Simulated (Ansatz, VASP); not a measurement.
**Si: VASP beside Ansatz**

```
CELL_PARAMETERS angstrom
3.81951 0.00000 0.00000
0.00000 3.81951 0.00000
0.00000 0.00000 21.06453
ATOMIC_POSITIONS crystal
Si 0.00000 0.50000 0.18989
Si 0.00000 0.00000 0.25400
Si 0.50000 0.00000 0.32028
Si 0.50000 0.50000 0.38285
Si 0.75000 0.75000 0.46355
```

Alike in both runs: task single point; functional LDA; k mesh 7 × 7 × 1; occupations gaussian, width 0.05 eV; collinear spin.

|  | VASP | Ansatz |
| --- | --- | --- |
| version | VASP 6.6.1 | Ansatz 0.2.0 |
| potentials or method | VASP PAW LDA potentials, release 64 (Si), cutoff 520 eV | scalar-relativistic, plane waves, PAW |
| valence electrons in the cell | 20 | 20 |

|  | VASP | Ansatz | Ansatz less VASP |
| --- | --- | --- | --- |
| gap on the k mesh at the Fermi level (eV) | none | none | - |
| rms of the force components (eV/Å) | 0.433 | 0.432 | -0.0012 |
| net moment per atom (μB) | 0.00 | 0.00 | 0.000 |

Ansatz warns that its potentials were made for another functional, while VASP's fit it. LDA's correlation is that of Perdew and Zunger in VASP and of Perdew and Wang (1992) in Ansatz. Atom by atom the forces differ by 0.002 eV/Å (rms over components). A gap of «none» marks a metal or a gap that the smearing closes. Ansatz's warnings: seeded moment not kept.
